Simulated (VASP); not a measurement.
# Sn (Im-3m) in VASP: further runs

Runs on Sn. Level: PBEsol. Tasks: single point.

Program: VASP 6.6.1. These are calculated values, not measurements. Logs are shortened: lines on timing, memory, paths and dates and some standing lists are left out, and cuts for length are marked.

## Step 1: The cell of the first run

It takes space group Im-3m (No. 229, cubic). Conventional cell: a = 3.789 Å, b = 3.789 Å, c = 3.789 Å, α = 90.00°, β = 90.00°, γ = 90.00°. Within 4.3 Å of Sn (site symmetry m-3m) lie 14 Sn at 3.28 to 3.79 Å.

This isn't the form of Sn at room conditions, which is tetragonal (white tin).

## Step 2: Single point, PBEsol

INCAR

```
  PREC = Accurate
  ENCUT = 500
  EDIFF = 1E-6
  ISMEAR = -1
  SIGMA = 0.15
  LREAL = F
  LASPH = T
  NELM = 120
  ALGO = Normal
  ISIF = 2
  LWAVE = F
  LCHARG = F
  GGA = PS
  NBANDS = 13
  GGA_COMPAT = F
```

KPOINTS

```
regular mesh
0
Gamma
  10 10 10
```

POSCAR

```
Sn
1.0
   -1.8946520000      1.8946520000      1.8946520000
    1.8946520000     -1.8946520000      1.8946520000
    1.8946520000      1.8946520000     -1.8946520000
Sn
1
Direct
    0.0000000000      0.0000000000      0.0000000000
```

Potentials or basis: VASP PAW PBE potentials, release 64 (Sn_d).

Command:

```bash
$ cat potpaw_PBE.64/Sn_d/POTCAR > POTCAR
$ mpirun -np 1 vasp_std > vasp.out
```

OUTCAR:

```text
PREC = Accurate
   ENCUT = 500
   EDIFF = 1E-6
   ISMEAR = -1
   LREAL = F
   LASPH = T
   NELM = 120
   ISIF = 2
   GGA = PS

 ion  position               nearest neighbor table
   1  0.000  0.000  0.000-

  LATTYP: Found a body centered cubic cell.
 ALAT       =     3.7893040000

  Lattice vectors:

 A1 = (  -1.8946520000,   1.8946520000,   1.8946520000)
 A2 = (   1.8946520000,  -1.8946520000,   1.8946520000)
 A3 = (   1.8946520000,   1.8946520000,  -1.8946520000)

Analysis of symmetry for initial positions (statically):
=====================================================================
 Subroutine PRICEL returns:
 Original cell was already a primitive cell.

 Routine SETGRP: Setting up the symmetry group for a
 body centered cubic supercell.

 Subroutine GETGRP returns: Found 48 space group operations
 (whereof 48 operations were pure point group operations)
 out of a pool of 48 trial point group operations.

The static configuration has the point symmetry O_h .

Analysis of symmetry for dynamics (positions and initial velocities):
=====================================================================
 Subroutine PRICEL returns:
 Original cell was already a primitive cell.

 Routine SETGRP: Setting up the symmetry group for a
 body centered cubic supercell.

 Subroutine GETGRP returns: Found 48 space group operations
 (whereof 48 operations were pure point group operations)
 out of a pool of 48 trial point group operations.

The dynamic configuration has the point symmetry O_h .

 Subroutine INISYM returns: Found 48 space group operations
 (whereof 48 operations are pure point group operations),
 and found     1 'primitive' translations

----------------------------------------------------------------------------------------

                                     Primitive cell

  volume of cell :      27.2050

  direct lattice vectors                    reciprocal lattice vectors
    -1.894652000  1.894652000  1.894652000     0.000000000  0.263900706  0.263900706
     1.894652000 -1.894652000  1.894652000     0.263900706  0.000000000  0.263900706
     1.894652000  1.894652000 -1.894652000     0.263900706  0.263900706  0.000000000

  length of vectors
     3.281633527  3.281633527  3.281633527     0.373211957  0.373211957  0.373211957

  position of ions in fractional coordinates (direct lattice)
     0.000000000  0.000000000  0.000000000

  ion indices of the primitive-cell ions
   primitive index   ion index
                 1           1

----------------------------------------------------------------------------------------

 KPOINTS: regular mesh

Automatic generation of k-mesh.
 Grid dimensions read from file:
 generate k-points for:   10   10   10

 Generating k-lattice:

  Cartesian coordinates                     Fractional coordinates (reciprocal lattice)
     0.000000000  0.026390071  0.026390071     0.100000000  0.000000000  0.000000000
     0.026390071  0.000000000  0.026390071     0.000000000  0.100000000  0.000000000
     0.026390071  0.026390071  0.000000000     0.000000000  0.000000000  0.100000000

  Length of vectors
     0.037321196  0.037321196  0.037321196

  Shift w.r.t. Gamma in fractional coordinates (k-lattice)
     0.000000000  0.000000000  0.000000000

 Subroutine IBZKPT returns following result:
 ===========================================

 Found     47 irreducible k-points:

 Following reciprocal coordinates:
            Coordinates               Weight
  0.000000  0.000000  0.000000      1.000000
  0.100000  0.000000  0.000000     12.000000
  0.200000  0.000000  0.000000     12.000000
  0.300000  0.000000  0.000000     12.000000
  0.400000  0.000000  0.000000     12.000000
  0.500000  0.000000  0.000000      6.000000
[... 16 lines left out ...]
  0.300000  0.300000  0.100000      8.000000
 -0.300000  0.300000  0.100000     24.000000
 [... further k-points ...]
   k-points           NKPTS =     47   k-points in BZ     NKDIM =     47   number of bands    NBANDS=     13
   number of dos      NEDOS =    301   number of ions     NIONS =      1
   total plane-waves  NPLWV =  13824
   dimension x,y,z NGX =    24 NGY =   24 NGZ =   24
   dimension x,y,z NGXF=    48 NGYF=   48 NGZF=   48
   ions per type =               1
   NGX,Y,Z   is equivalent  to a cutoff of  12.16, 12.16, 12.16 a.u.
   NGXF,Y,Z  is equivalent  to a cutoff of  24.32, 24.32, 24.32 a.u.
 SYSTEM =  unknown system
   PREC   = accura    normal or accurate (medium, high low for compatibility)
   ISTART =      0    job   : 0-new  1-cont  2-samecut
   ICHARG =      2    charge: 1-file 2-atom 10-const
   ISPIN  =      1    spin polarized calculation?
   LNONCOLLINEAR =      F non collinear calculations
   LSORBIT =      F    spin-orbit coupling
   LASPH  =      T    aspherical Exc in radial PAW
   ENCUT  =  500.0 eV  36.75 Ry    6.06 a.u.   5.98  5.98  5.98*2*pi/ulx,y,z
   NELM   =    120;   NELMIN=  2; NELMDL= -5     # of ELM steps
   EDIFF  = 0.1E-05   stopping-criterion for ELM
   LREAL  =      F    real-space projection
   EDIFFG = 0.1E-04   stopping-criterion for IOM
   NSW    =      0    number of steps for IOM
   IBRION =     -1    ionic relax: 0-MD 1-quasi-New 2-CG
   NFREE  =      0    steps in history (QN), initial steepest desc. (CG)
   ISIF   =      2    stress and relaxation
   ISYM   =      2    0-nonsym 1-usesym 2-fastsym
   POTIM  = 0.5000    time-step for ionic-motion
   TEBEG  =    0.0;   TEEND  =   0.0 temperature during run
   PSTRESS=    0.0 pullay stress
   NELECT =      14.0000    total number of electrons
   NUPDOWN=      -1.0000    fix difference up-down
   EMIN   =  10.00;   EMAX   =-10.00  energy-range for DOS
   EFERMI =   0.00;   METHOD = LEGACY
   ISMEAR =    -1;   SIGMA  =   0.15  broadening in eV -4-tet -1-fermi 0-gaus
   EFERMI_NEDOS =   21; number of points for ismear=-14 and -15
   IALGO  =     38    algorithm
   IMIX   =      4    mixing-type and parameters
     AMIX     =   0.40;   BMIX     =  1.00
     AMIX_MAG =   1.60;   BMIX_MAG =  1.00
  volume/ion in A,a.u.               =      27.20       183.59
  Fermi-wavevector in a.u.,A,eV,Ry     =   1.311902  2.479135 23.416808  1.721087
  Thomas-Fermi vector in A             =   2.442331
   LORBIT       =      0    0 simple, 1 ext, 2 COOP (PROOUT), +10 PAW based schemes
   GGA     = PS    functional components
   LHFCALC =     F    Hartree Fock is set to
   AEXX    =    0.0000 exact exchange contribution
   IVDW    =     0    specifies the selected vdW correction
   LEPSILON=     F    determine dielectric tensor
   LRPA    =     F    only Hartree local field effects (RPA)
 non-spin polarized calculation
  energy-cutoff  :      500.00
  volume of cell :       27.20
 maximum number of plane-waves:       706
   NGX = 11   NGY = 11   NGZ = 11

 number of electron      13.9999996 magnetization

 Free energy of the ion-electron system (eV)
  ---------------------------------------------------
  ext. energy  EPLUGINS =         0.00000000
  ---------------------------------------------------
  free energy    TOTEN  =        -4.23691467 eV

  energy without entropy =       -4.18607759  energy(sigma->0) =       -4.21149613

 E-fermi :   7.8854     XC(G=0): -10.5018

 val. band max:        7.7976811567   @ k =   0.2000   0.2000   0.0000
 cond. band min:       7.8872856113   @ k =   0.3000   0.0000   0.0000
 fundamental gap:      0.0896044546
 Fermi energy:         7.8854096087

 k-point     1 :       0.0000    0.0000    0.0000
  band No.  band energies     occupation
      1     -13.5315      2.00000
      2     -13.5315      2.00000
      3     -13.5315      2.00000
      4     -13.3919      2.00000
      5     -13.3919      2.00000
      6      -3.1755      2.00000
      7      15.8575      0.00000
      8      15.8575      0.00000
      9      15.8575      0.00000
     10      20.0366      0.00000
     11      20.0366      0.00000
     12      20.0366      0.00000
     13      20.6627      0.00000

 k-point     2 :       0.1000    0.0000    0.0000
  band No.  band energies     occupation
      1     -13.5359      2.00000
      2     -13.5251      2.00000
      3     -13.5106      2.00000
      4     -13.3968      2.00000
      5     -13.3925      2.00000
      6      -2.9575      2.00000
      7      14.1299      0.00000
      8      15.0741      0.00000
      9      15.5718      0.00000
     10      18.4517      0.00000
     11      18.7942      0.00000
     12      19.6988      0.00000
     13      21.3868      0.00000

 k-point     3 :       0.2000    0.0000    0.0000
  band No.  band energies     occupation
      1     -13.5474      2.00000
      2     -13.5117      2.00000
      3     -13.4555      2.00000
      4     -13.4070      2.00000
      5     -13.3941      2.00000
      6      -2.3028      2.00000
      7      10.9921      0.00000
      8      13.7099      0.00000
      9      14.8473      0.00000
     10      17.2676      0.00000
     11      17.6412      0.00000
     12      19.8734      0.00000
     13      21.8878      0.00000
[... 305 lines left out ...]
 k-point    23 :       0.3000    0.3000    0.1000
  band No.  band energies     occupation
      1     -13.5324      2.00000
      2     -13.4337      2.00000
      3     -13.4337      2.00000
      4     -13.3926      2.00000
      5     -13.3926      2.00000
      6       2.5381      2.00000
      7       5.6388      2.00000
      8       5.6388      2.00000
      9       9.5475      0.00003
     10      21.8725      0.00000
     11      22.7709      0.00000
     12      22.7709      0.00000
     13      26.4893      0.00000

 k-point    24 :      -0.3000    0.3000    0.1000
  band No.  band energies     occupation
      1     -13.5394      2.00000
      2     -13.4943      2.00000
      3     -13.4245      2.00000
      4     -13.4006      2.00000
      5     -13.3890      2.00000
      6      -1.0003      2.00000
      7       8.0671      0.45900
      8      11.7602      0.00000
      9      13.0591      0.00000
     10      16.9080      0.00000
     11      17.9326      0.00000
     12      18.8985      0.00000
     13      24.6856      0.00000

 [... further k-points ...]

------------------------ aborting loop because EDIFF is reached ----------------------------------------

  FORCE on cell =-STRESS in cart. coord.  units (eV):
  Direction    XX          YY          ZZ          XY          YZ          ZX
  --------------------------------------------------------------------------------------
  -------------------------------------------------------------------------------------
  Total       -0.3409163     -0.3409163     -0.3409163     -0.0000000     -0.0000000     -0.0000000
  in kB      -20.0775171    -20.0775171    -20.0775171     -0.0000000     -0.0000000     -0.0000000
  external PRESSURE =     -20.0775171 kB  Pullay stress =       0.0000000 kB

 VOLUME and BASIS-vectors are now :
 -----------------------------------------------------------------------------
  energy-cutoff  :      500.00
  volume of cell :       27.20
      direct lattice vectors                 reciprocal lattice vectors
    -1.894652000  1.894652000  1.894652000     0.000000000  0.263900706  0.263900706
     1.894652000 -1.894652000  1.894652000     0.263900706  0.000000000  0.263900706
     1.894652000  1.894652000 -1.894652000     0.263900706  0.263900706  0.000000000

 POSITION                                       TOTAL-FORCE (eV/Angst)
 -----------------------------------------------------------------------------------
      0.00000      0.00000      0.00000        -0.000000     -0.000000      0.000000
 -----------------------------------------------------------------------------------
    total drift:                                0.000000      0.000000     -0.000000

  FREE ENERGIE OF THE ION-ELECTRON SYSTEM (eV)
  ---------------------------------------------------
  free  energy   TOTEN  =        -4.2369146734 eV

  energy  without entropy=       -4.1860775897  energy(sigma->0) =       -4.21149613
```

It took 3.9 s on 1 thread of Intel Xeon 6975P-C (Granite Rapids), shared host; peak memory 0.14 GiB.

What came out:

- Free energy: -4.2369 eV
- Pressure: -2.0 GPa
- Band gap on the k mesh: zero (bands 7 and 8 overlap by 10.22 eV)

Levels at points of the mesh, in eV from the Fermi level:
```
           k point  band 3  band 4  band 5  band 6  band 7  band 8  band 9  band 10  band 11  band 12
(0.00, 0.00, 0.00)  -21.42  -21.28  -21.28  -11.06    7.97    7.97    7.97    12.15    12.15    12.15
(0.50, 0.00, 0.00)  -21.29  -21.28  -21.19   -6.39   -4.39    3.63    5.46     7.98     8.29    14.99
(0.50, 0.50, 0.50)  -21.21  -21.21  -21.21   -2.47   -0.45   -0.45   -0.45     3.87     3.87    18.25
```

Caveat: the PAW data sets were made with another functional, which shifts forces and pressure a little; spin-orbit coupling is left out, which moves the levels of the heavy elements.

## Step 3: Single point, PBEsol

INCAR

```
SYSTEM = Sn
  PREC = Accurate
  ENCUT = 500
  EDIFF = 1E-6
  ISMEAR = -1
  SIGMA = 0.15
  LREAL = .FALSE.
  LASPH = .TRUE.
  NELM = 120
  ALGO = Normal
  ISIF = 2
  LWAVE = .FALSE.
  LCHARG = .TRUE.
  GGA = PS
  LELF = .TRUE.
  LVHAR = .TRUE.
  NBANDS = 13
  GGA_COMPAT = .FALSE.
```

KPOINTS

```
Automatic mesh
0
G
  10 10 10
  0 0 0
```

POSCAR is that of step 2.

Potentials or basis: VASP PAW PBE potentials, release 64 (Sn_d).

Command:

```bash
$ cat potpaw_PBE.64/Sn_d/POTCAR > POTCAR
$ mpirun -np 1 vasp_std > vasp.out
```

OUTCAR:

```text
SYSTEM = Sn
   PREC = Accurate
   ENCUT = 500
   EDIFF = 1E-6
   ISMEAR = -1
   LREAL = .FALSE.
   LASPH = .TRUE.
   NELM = 120
   ISIF = 2
   GGA = PS

 ion  position               nearest neighbor table
   1  0.000  0.000  0.000-

  LATTYP: Found a body centered cubic cell.
 ALAT       =     3.7893040000

  Lattice vectors:

 A1 = (  -1.8946520000,   1.8946520000,   1.8946520000)
 A2 = (   1.8946520000,  -1.8946520000,   1.8946520000)
[... 562 lines left out ...]
     13      24.6856      0.00000

 [... further k-points ...]

------------------------ aborting loop because EDIFF is reached ----------------------------------------

  FORCE on cell =-STRESS in cart. coord.  units (eV):
  Direction    XX          YY          ZZ          XY          YZ          ZX
  --------------------------------------------------------------------------------------
  -------------------------------------------------------------------------------------
  Total       -0.3409163     -0.3409163     -0.3409163     -0.0000000     -0.0000000     -0.0000000
  in kB      -20.0775171    -20.0775171    -20.0775171     -0.0000000     -0.0000000     -0.0000000
  external PRESSURE =     -20.0775171 kB  Pullay stress =       0.0000000 kB

 VOLUME and BASIS-vectors are now :
 -----------------------------------------------------------------------------
  energy-cutoff  :      500.00
  volume of cell :       27.20
      direct lattice vectors                 reciprocal lattice vectors
    -1.894652000  1.894652000  1.894652000     0.000000000  0.263900706  0.263900706
     1.894652000 -1.894652000  1.894652000     0.263900706  0.000000000  0.263900706
     1.894652000  1.894652000 -1.894652000     0.263900706  0.263900706  0.000000000

 POSITION                                       TOTAL-FORCE (eV/Angst)
 -----------------------------------------------------------------------------------
      0.00000      0.00000      0.00000        -0.000000     -0.000000      0.000000
 -----------------------------------------------------------------------------------
    total drift:                                0.000000      0.000000     -0.000000

  FREE ENERGIE OF THE ION-ELECTRON SYSTEM (eV)
  ---------------------------------------------------
  free  energy   TOTEN  =        -4.2369146734 eV

  energy  without entropy=       -4.1860775897  energy(sigma->0) =       -4.21149613
```

stdout:

```text
POSCAR found type information on POSCAR Sn
 POSCAR found :  1 types and       1 ions
 scaLAPACK will be used
 -----------------------------------------------------------------------------
|                                                                             |
|                                                                             |
|     You enforced a specific xc type in the INCAR file but a different       |
|     I HOPE YOU KNOW WHAT YOU ARE DOING!                                     |
|                                                                             |
 -----------------------------------------------------------------------------

 LDA part: xc-table for (Slater+PW92), standard interpolation
 POSCAR, INCAR and KPOINTS ok, starting setup
 FFT: planning ... GRIDC
 FFT: planning ... GRID_SOFT
 FFT: planning ... GRID
 WAVECAR not read
 entering main loop
```

Run time: 4.1 s. Hardware: 1 thread of Intel Xeon 6975P-C (Granite Rapids), shared host; peak memory 0.14 GiB.

Results:

* Free energy: -4.2369 eV
* Pressure: -2.0 GPa
* Band gap on the k mesh: zero (bands 7 and 8 overlap by 10.22 eV)

Caveat: the PAW data sets were made with another functional, which shifts forces and pressure a little; spin-orbit coupling is left out, which moves the levels of the heavy elements.
